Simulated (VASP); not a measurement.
# InSb (I4/mmm) in VASP: a series of runs, part 2 of 2

VASP 6.6.1. The steps go on from the part before.

## 3. Single point, PBEsol (27.51 Å³/atom)

This run uses another cell than the first one, of 27.51 Å³/atom.

INCAR reads:

```
SYSTEM = InSb
  PREC = Accurate
  ENCUT = 520
  EDIFF = 1E-6
  ISMEAR = 0
  SIGMA = 0.15
  LREAL = .False.
  LASPH = .True.
  NELM = 100
  ALGO = Normal
  ISIF = 2
  LWAVE = .False.
  LCHARG = .True.
  GGA = PS
  LELF = .True.
  LVHAR = .True.
  NBANDS = 16
```

KPOINTS reads:

```
regular mesh
0
Gamma
  14 14 14
  0 0 0
```

POSCAR reads:

```
InSb
1.0
    0.0000000000      3.1432416975      2.7839691715
    3.1432416975      0.0000000000      2.7839691715
    3.1432416975      3.1432416975      0.0000000000
In Sb
1 1
Direct
    0.0000000000      0.0000000000      0.0000000000
    0.5000000000      0.5000000000      0.5000000000
```

Potentials or basis: VASP PAW PBE potentials, release 64 (In_d, Sb).

On the command line:

```
> cat potpaw_PBE.64/In_d/POTCAR potpaw_PBE.64/Sb/POTCAR > POTCAR
> mpirun -np 1 vasp_std > vasp.out
```

OUTCAR:

```text
SYSTEM = InSb
   PREC = Accurate
   ENCUT = 520
   EDIFF = 1E-6
   ISMEAR = 0
   LREAL = .False.
   LASPH = .True.
   NELM = 100
   ISIF = 2
   GGA = PS

 ion  position               nearest neighbor table
   1  0.000  0.000  0.000-   2 2.78   2 2.78   2 3.14   2 3.14   2 3.14   2 3.14
   2  0.500  0.500  0.500-   1 2.78   1 2.78   1 3.14   1 3.14   1 3.14   1 3.14

  LATTYP: Found a body centered tetragonal cell.
 ALAT       =     4.4452150384
 C/A-ratio  =     1.2525689522

  Lattice vectors:

 A1 = (   0.0000000000,  -3.1432416975,  -2.7839691715)
 A2 = (   0.0000000000,   3.1432416975,  -2.7839691715)
 A3 = (   3.1432416975,   0.0000000000,   2.7839691715)

Analysis of symmetry for initial positions (statically):
=====================================================================
 Subroutine PRICEL returns:
 Original cell was already a primitive cell.

 Routine SETGRP: Setting up the symmetry group for a
 body centered tetragonal supercell.

 Subroutine GETGRP returns: Found 16 space group operations
 (whereof 16 operations were pure point group operations)
 out of a pool of 16 trial point group operations.

The static configuration has the point symmetry D_4h.

Analysis of symmetry for dynamics (positions and initial velocities):
=====================================================================
 Subroutine PRICEL returns:
 Original cell was already a primitive cell.

 Routine SETGRP: Setting up the symmetry group for a
 body centered tetragonal supercell.

 Subroutine GETGRP returns: Found 16 space group operations
 (whereof 16 operations were pure point group operations)
 out of a pool of 16 trial point group operations.

The dynamic configuration has the point symmetry D_4h.

 Subroutine INISYM returns: Found 16 space group operations
 (whereof 16 operations are pure point group operations),
 and found     1 'primitive' translations

----------------------------------------------------------------------------------------

[... 113 lines left out ...]
  volume/ion in A,a.u.               =      27.51       185.62
  Fermi-wavevector in a.u.,A,eV,Ry     =   1.128104  2.131807 17.315017  1.272618
  Thomas-Fermi vector in A             =   2.264792
   LORBIT       =      0    0 simple, 1 ext, 2 COOP (PROOUT), +10 PAW based schemes
   GGA     = PS    functional components
   LHFCALC =     F    Hartree Fock is set to
   AEXX    =    0.0000 exact exchange contribution
   IVDW    =     0    specifies the selected vdW correction
   LEPSILON=     F    determine dielectric tensor
   LRPA    =     F    only Hartree local field effects (RPA)
 non-spin polarized calculation
 Gauss-broadening in eV      SIGMA  =   0.15
  energy-cutoff  :      520.00
  volume of cell :       55.01
 maximum number of plane-waves:      1506
   NGX = 15   NGY = 15   NGZ = 17

 number of electron      17.9999999 magnetization

 Free energy of the ion-electron system (eV)
  ---------------------------------------------------
  ext. energy  EPLUGINS =         0.00000000
  ---------------------------------------------------
  free energy    TOTEN  =        -7.34575425 eV

  energy without entropy =       -7.32992252  energy(sigma->0) =       -7.33783839

 E-fermi :   7.0626     XC(G=0): -10.0807

 val. band max:        7.0616613429   @ k =  -0.2857   0.1429   0.0000
 cond. band min:       7.0640267774   @ k =  -0.0714   0.2857   0.2143
 fundamental gap:      0.0023654346
 Fermi energy:         7.0625974441

 k-point     1 :       0.0000    0.0000    0.0000
  band No.  band energies     occupation
      1      -7.4644      2.00000
      2      -7.3697      2.00000
      3      -7.3697      2.00000
      4      -7.3537      2.00000
      5      -7.3099      2.00000
      6      -4.2422      2.00000
[... 433 lines left out ...]
      3      -7.3539      2.00000
      4      -7.3306      2.00000
      5      -7.3180      2.00000
      6      -3.3338      2.00000
[... 8 lines left out ...]
     15      16.1846      0.00000
     16      16.2737      0.00000

 [... further k-points ...]

------------------------ aborting loop because EDIFF is reached ----------------------------------------

  FORCE on cell =-STRESS in cart. coord.  units (eV):
  Direction    XX          YY          ZZ          XY          YZ          ZX
  --------------------------------------------------------------------------------------
  -------------------------------------------------------------------------------------
  Total       -1.0604577     -1.0604577      4.1840043      0.0000000      0.0000000      0.0000000
  in kB      -30.8854526    -30.8854526    121.8576315      0.0000000      0.0000000      0.0000000
  external PRESSURE =      20.0289087 kB  Pullay stress =       0.0000000 kB

 VOLUME and BASIS-vectors are now :
 -----------------------------------------------------------------------------
  energy-cutoff  :      520.00
  volume of cell :       55.01
      direct lattice vectors                 reciprocal lattice vectors
     0.000000000  3.143241698  2.783969171    -0.159071445  0.159071445  0.179599690
     3.143241698  0.000000000  2.783969171     0.159071445 -0.159071445  0.179599690
     3.143241698  3.143241698  0.000000000     0.159071445  0.159071445 -0.179599690

 POSITION                                       TOTAL-FORCE (eV/Angst)
 -----------------------------------------------------------------------------------
      0.00000      0.00000      0.00000        -0.000000      0.000000      0.000000
      3.14324      3.14324      2.78397         0.000000     -0.000000     -0.000000
 -----------------------------------------------------------------------------------
    total drift:                                0.000000     -0.000000     -0.000000

  FREE ENERGIE OF THE ION-ELECTRON SYSTEM (eV)
  ---------------------------------------------------
  free  energy   TOTEN  =        -7.3457542485 eV

  energy  without entropy=       -7.3299225225  energy(sigma->0) =       -7.33783839
```

OSZICAR:

```text
N       E                     dE             d eps       ncg     rms          rms(c)
DAV:   1     0.110553793067E+03    0.11055E+03   -0.80531E+03  7824   0.118E+03
DAV:   2    -0.838695515355E+00   -0.11139E+03   -0.10781E+03  8880   0.293E+02
DAV:   3    -0.726116345798E+01   -0.64225E+01   -0.63610E+01  9976   0.696E+01
DAV:   4    -0.742727398886E+01   -0.16611E+00   -0.16605E+00  9832   0.121E+01
DAV:   5    -0.743629947002E+01   -0.90255E-02   -0.90253E-02 11616   0.241E+00    0.368E+00
DAV:   6    -0.735560300467E+01    0.80696E-01   -0.14414E-01 10456   0.685E+00    0.202E+00
DAV:   7    -0.734675965373E+01    0.88434E-02   -0.32975E-02 11768   0.232E+00    0.593E-01
DAV:   8    -0.734575591360E+01    0.10037E-02   -0.29540E-03 10112   0.692E-01    0.186E-01
DAV:   9    -0.734575841917E+01   -0.25056E-05   -0.21256E-04 10904   0.144E-01    0.670E-02
DAV:  10    -0.734575398361E+01    0.44356E-05   -0.13787E-05 10960   0.311E-02    0.359E-02
DAV:  11    -0.734575424848E+01   -0.26487E-06   -0.30953E-06 10392   0.220E-02
   1 F= -.73457542E+01 E0= -.73378384E+01  d E =-.158317E-01
```

Run time: 67 s. Hardware: 1 thread of Intel Xeon 6975P-C (Granite Rapids), shared host; peak memory 0.36 GiB.

Results:

```
Free energy            : -7.3458 eV
Pressure               : 2.0 GPa
Band gap on the k mesh : zero (bands 9 and 10 overlap by 3.20 eV)
```

Stress tensor (GPa, compression positive):
```
-3.09  0.00  0.00
 0.00 -3.09  0.00
 0.00  0.00 12.19
```

Caveat: the PAW data sets were made with another functional, which shifts forces and pressure a little; spin-orbit coupling is left out, which moves the levels of the heavy elements.

## 4. Single point, PBEsol (27.51 Å³/atom)

This run uses another cell than the first one, of 27.51 Å³/atom.

INCAR reads:

```
ALGO     = Normal         # electronic algorithm
EDIFF    = 1E-6           # SCF threshold, eV
ENCUT    = 520            # plane-wave cutoff, eV
GGA      = PS             # functional
ISIF     = 2              # what is computed and relaxed
ISMEAR   = 0              # smearing method
LASPH    = T              # aspherical terms in the spheres
LCHARG   = F              # write CHGCAR
LREAL    = F              # projectors in reciprocal space
LWAVE    = F              # write WAVECAR
NBANDS   = 16             # bands
NELM     = 60             # most SCF steps
PREC     = Accurate       # precision mode
SIGMA    = 0.15           # smearing width, eV
```

KPOINTS reads:

```
k-points
0
Gamma
  14 14 14
```

POSCAR reads:

```
InSb
1.0
    0.0000000000      2.8989585873      3.2729242451
    2.8989585873      0.0000000000      3.2729242451
    2.8989585873      2.8989585873      0.0000000000
In Sb
1 1
Direct
    0.0000000000      0.0000000000      0.0000000000
    0.5000000000      0.5000000000      0.5000000000
```

Potentials or basis: VASP PAW PBE potentials, release 64 (In_d, Sb).

On the command line:

```
> cat potpaw_PBE.64/In_d/POTCAR potpaw_PBE.64/Sb/POTCAR > POTCAR
> mpirun -np 1 vasp_std > vasp.out
```

OUTCAR:

```text
EDIFF = 1E-6
   ENCUT = 520
   GGA = PS
   ISIF = 2
   ISMEAR = 0
   LASPH = T
   LREAL = F
   NELM = 60
   PREC = Accurate

 ion  position               nearest neighbor table
   1  0.000  0.000  0.000-   2 2.90   2 2.90   2 2.90   2 2.90   2 3.27   2 3.27
   2  0.500  0.500  0.500-   1 2.90   1 2.90   1 2.90   1 2.90   1 3.27   1 3.27

  LATTYP: Found a body centered tetragonal cell.
 ALAT       =     4.0997465509
 C/A-ratio  =     1.5966471119

  Lattice vectors:

 A1 = (  -2.8989585873,   0.0000000000,   3.2729242451)
 A2 = (   2.8989585873,   0.0000000000,   3.2729242451)
 A3 = (   0.0000000000,   2.8989585873,  -3.2729242451)

Analysis of symmetry for initial positions (statically):
=====================================================================
 Subroutine PRICEL returns:
 Original cell was already a primitive cell.

 Routine SETGRP: Setting up the symmetry group for a
 body centered tetragonal supercell.

 Subroutine GETGRP returns: Found 16 space group operations
 (whereof 16 operations were pure point group operations)
 out of a pool of 16 trial point group operations.

The static configuration has the point symmetry D_4h.

Analysis of symmetry for dynamics (positions and initial velocities):
=====================================================================
 Subroutine PRICEL returns:
 Original cell was already a primitive cell.

 Routine SETGRP: Setting up the symmetry group for a
 body centered tetragonal supercell.

 Subroutine GETGRP returns: Found 16 space group operations
 (whereof 16 operations were pure point group operations)
 out of a pool of 16 trial point group operations.

The dynamic configuration has the point symmetry D_4h.

 Subroutine INISYM returns: Found 16 space group operations
 (whereof 16 operations are pure point group operations),
 and found     1 'primitive' translations

----------------------------------------------------------------------------------------

                                     Primitive cell

  volume of cell :      55.0111

  direct lattice vectors                    reciprocal lattice vectors
     0.000000000  2.898958587  3.272924245    -0.172475730  0.172475730  0.152768583
     2.898958587  0.000000000  3.272924245     0.172475730 -0.172475730  0.152768583
     2.898958587  2.898958587  0.000000000     0.172475730  0.172475730 -0.152768583

  length of vectors
     4.372184123  4.372184123  4.099746551     0.287808956  0.287808956  0.287808956

  position of ions in fractional coordinates (direct lattice)
     0.000000000  0.000000000  0.000000000
     0.500000000  0.500000000  0.500000000

  ion indices of the primitive-cell ions
   primitive index   ion index
                 1           1
                 2           2

----------------------------------------------------------------------------------------

 KPOINTS: k-points

Automatic generation of k-mesh.
 Grid dimensions read from file:
 generate k-points for:   14   14   14

 Generating k-lattice:

  Cartesian coordinates                     Fractional coordinates (reciprocal lattice)
    -0.012319695  0.012319695  0.010912042     0.071428571  0.000000000  0.000000000
     0.012319695 -0.012319695  0.010912042     0.000000000  0.071428571  0.000000000
     0.012319695  0.012319695 -0.010912042     0.000000000  0.000000000  0.071428571

  Length of vectors
     0.020557783  0.020557783  0.020557783

  Shift w.r.t. Gamma in fractional coordinates (k-lattice)
     0.000000000  0.000000000  0.000000000

 Subroutine IBZKPT returns following result:
 ===========================================

 Found    244 irreducible k-points:

 Following reciprocal coordinates:
            Coordinates               Weight
  0.000000  0.000000  0.000000      1.000000
  0.071429  0.000000  0.000000      8.000000
  0.142857  0.000000  0.000000      8.000000
  0.214286 -0.000000  0.000000      8.000000
  0.285714  0.000000  0.000000      8.000000
  0.357143  0.000000  0.000000      8.000000
[... 16 lines left out ...]
  0.214286  0.142857  0.000000      8.000000
  0.285714  0.142857  0.000000      8.000000
 [... further k-points ...]
   k-points           NKPTS =    244   k-points in BZ     NKDIM =    244   number of bands    NBANDS=     16
   number of dos      NEDOS =    301   number of ions     NIONS =      2
   total plane-waves  NPLWV =  38880
   dimension x,y,z NGX =    36 NGY =   36 NGZ =   30
   dimension x,y,z NGXF=    72 NGYF=   72 NGZF=   60
   ions per type =               1   1
   NGX,Y,Z   is equivalent  to a cutoff of  13.69, 13.69, 12.17 a.u.
   NGXF,Y,Z  is equivalent  to a cutoff of  27.38, 27.38, 24.33 a.u.
 SYSTEM =  unknown system
   PREC   = accura    normal or accurate (medium, high low for compatibility)
   ISTART =      0    job   : 0-new  1-cont  2-samecut
   ICHARG =      2    charge: 1-file 2-atom 10-const
   ISPIN  =      1    spin polarized calculation?
   LNONCOLLINEAR =      F non collinear calculations
   LSORBIT =      F    spin-orbit coupling
   LASPH  =      T    aspherical Exc in radial PAW
   ENCUT  =  520.0 eV  38.22 Ry    6.18 a.u.   8.13  8.13  7.62*2*pi/ulx,y,z
   NELM   =     60;   NELMIN=  2; NELMDL= -5     # of ELM steps
   EDIFF  = 0.1E-05   stopping-criterion for ELM
   LREAL  =      F    real-space projection
   EDIFFG = 0.1E-04   stopping-criterion for IOM
   NSW    =      0    number of steps for IOM
   IBRION =     -1    ionic relax: 0-MD 1-quasi-New 2-CG
   NFREE  =      0    steps in history (QN), initial steepest desc. (CG)
   ISIF   =      2    stress and relaxation
   ISYM   =      2    0-nonsym 1-usesym 2-fastsym
   POTIM  = 0.5000    time-step for ionic-motion
   TEBEG  =    0.0;   TEEND  =   0.0 temperature during run
   PSTRESS=    0.0 pullay stress
   NELECT =      18.0000    total number of electrons
   NUPDOWN=      -1.0000    fix difference up-down
   EMIN   =  10.00;   EMAX   =-10.00  energy-range for DOS
   EFERMI =   0.00;   METHOD = LEGACY
   ISMEAR =     0;   SIGMA  =   0.15  broadening in eV -4-tet -1-fermi 0-gaus
   EFERMI_NEDOS =   21; number of points for ismear=-14 and -15
   IALGO  =     38    algorithm
   IMIX   =      4    mixing-type and parameters
     AMIX     =   0.40;   BMIX     =  1.00
     AMIX_MAG =   1.60;   BMIX_MAG =  1.00
  volume/ion in A,a.u.               =      27.51       185.62
  Fermi-wavevector in a.u.,A,eV,Ry     =   1.128104  2.131807 17.315017  1.272618
  Thomas-Fermi vector in A             =   2.264792
   LORBIT       =      0    0 simple, 1 ext, 2 COOP (PROOUT), +10 PAW based schemes
   GGA     = PS    functional components
   LHFCALC =     F    Hartree Fock is set to
   AEXX    =    0.0000 exact exchange contribution
   IVDW    =     0    specifies the selected vdW correction
   LEPSILON=     F    determine dielectric tensor
   LRPA    =     F    only Hartree local field effects (RPA)
 non-spin polarized calculation
 Gauss-broadening in eV      SIGMA  =   0.15
  energy-cutoff  :      520.00
  volume of cell :       55.01
 maximum number of plane-waves:      1504
 NGX is ok and might be reduce to    36
   NGX = 17   NGY = 17   NGZ = 15

 number of electron      17.9999998 magnetization

 Free energy of the ion-electron system (eV)
  ---------------------------------------------------
  ext. energy  EPLUGINS =         0.00000000
  ---------------------------------------------------
  free energy    TOTEN  =        -7.40000402 eV

  energy without entropy =       -7.38620138  energy(sigma->0) =       -7.39310270

 E-fermi :   7.0789     XC(G=0): -10.0793

 val. band max:        7.0754037174   @ k =   0.5000  -0.0000   0.2143
 cond. band min:       7.0900280960   @ k =  -0.2857   0.2857   0.0000
 fundamental gap:      0.0146243785
 Fermi energy:         7.0788735491

 k-point     1 :       0.0000    0.0000    0.0000
  band No.  band energies     occupation
      1      -7.3991      2.00000
      2      -7.3980      2.00000
      3      -7.3776      2.00000
      4      -7.3303      2.00000
      5      -7.3303      2.00000
      6      -4.2559      2.00000
[... 8 lines left out ...]
     15      14.2924      0.00000
     16      14.4524      0.00000
[... 419 lines left out ...]
 k-point    24 :       0.2857    0.1429    0.0000
  band No.  band energies     occupation
      1      -7.4312      2.00000
      2      -7.4080      2.00000
      3      -7.3758      2.00000
      4      -7.3198      2.00000
      5      -7.3144      2.00000
      6      -3.5432      2.00000
[... 8 lines left out ...]
     15      15.2861      0.00000
     16      15.6654      0.00000

 [... further k-points ...]

------------------------ aborting loop because EDIFF is reached ----------------------------------------

  FORCE on cell =-STRESS in cart. coord.  units (eV):
  Direction    XX          YY          ZZ          XY          YZ          ZX
  --------------------------------------------------------------------------------------
  -------------------------------------------------------------------------------------
  Total        1.6463854      1.6463854     -1.5893701      0.0000000      0.0000000     -0.0000000
  in kB       47.9503857     47.9503857    -46.2898354      0.0000000      0.0000000     -0.0000000
  external PRESSURE =      16.5369786 kB  Pullay stress =       0.0000000 kB

 VOLUME and BASIS-vectors are now :
 -----------------------------------------------------------------------------
  energy-cutoff  :      520.00
  volume of cell :       55.01
      direct lattice vectors                 reciprocal lattice vectors
     0.000000000  2.898958587  3.272924245    -0.172475730  0.172475730  0.152768583
     2.898958587  0.000000000  3.272924245     0.172475730 -0.172475730  0.152768583
     2.898958587  2.898958587  0.000000000     0.172475730  0.172475730 -0.152768583

 POSITION                                       TOTAL-FORCE (eV/Angst)
 -----------------------------------------------------------------------------------
      0.00000      0.00000      0.00000         0.000000     -0.000000      0.000000
      2.89896      2.89896      3.27292        -0.000000      0.000000      0.000000
 -----------------------------------------------------------------------------------
    total drift:                               -0.000000      0.000000      0.000000

  FREE ENERGIE OF THE ION-ELECTRON SYSTEM (eV)
  ---------------------------------------------------
  free  energy   TOTEN  =        -7.4000040185 eV

  energy  without entropy=       -7.3862013822  energy(sigma->0) =       -7.39310270
```

Wall time 67 s (1 thread of Intel Xeon 6975P-C (Granite Rapids), shared host); peak memory 0.36 GiB.

Results:

```
Free energy            : -7.4000 eV
Pressure               : 1.7 GPa
Band gap on the k mesh : zero (bands 9 and 10 overlap by 2.80 eV)
```

Stress tensor (GPa, compression positive):
```
 4.80  0.00  0.00
 0.00  4.80  0.00
 0.00  0.00 -4.63
```

Levels at points of the mesh, in eV from the Fermi level:
```tsv
k point	band 7	band 8	band 9	band 10	band 11	band 12
(0.00, 0.00, 0.00)	-0.47	-0.47	-0.05	0.64	4.21	5.75
(0.50, 0.00, 0.00)	-6.75	-0.10	0.72	1.48	2.86	2.87
(0.50, 0.50, 0.00)	-4.69	-2.40	-1.96	-1.96	3.46	8.96
(0.50, 0.00, 0.50)	-4.77	-3.68	-3.11	-1.75	3.01	6.63
```

Caveat: the PAW data sets were made with another functional, which shifts forces and pressure a little; spin-orbit coupling is left out, which moves the levels of the heavy elements.

## 5. Summary

```tsv
cell	gap on the mesh (eV)	pressure (GPa)
a = 4.198, b = 4.198, c = 4.069 Å, angles 61.0, 61.0, 58.0°, 2 atoms	none	6.3
a = 4.199, b = 4.199, c = 4.445 Å, angles 58.0, 58.0, 63.9°, 2 atoms	none	2.0
a = 4.372, b = 4.372, c = 4.100 Å, angles 62.0, 62.0, 55.9°, 2 atoms	none	1.7
```

Alike in all rows: task single point; level PBEsol; potentials or basis VASP PAW PBE potentials, release 64 (In_d, Sb); no spin polarisation; k mesh 14 × 14 × 14; cutoff (eV) 520; smearing gaussian 0.15 eV.

Caveats: the PAW data sets were made with another functional, which shifts forces and pressure a little; spin-orbit coupling is left out, which moves the levels of the heavy elements; the cell stands under pressure (at least some runs).

Total energies depend on the potentials used, so only differences within one code and one set of settings carry meaning.
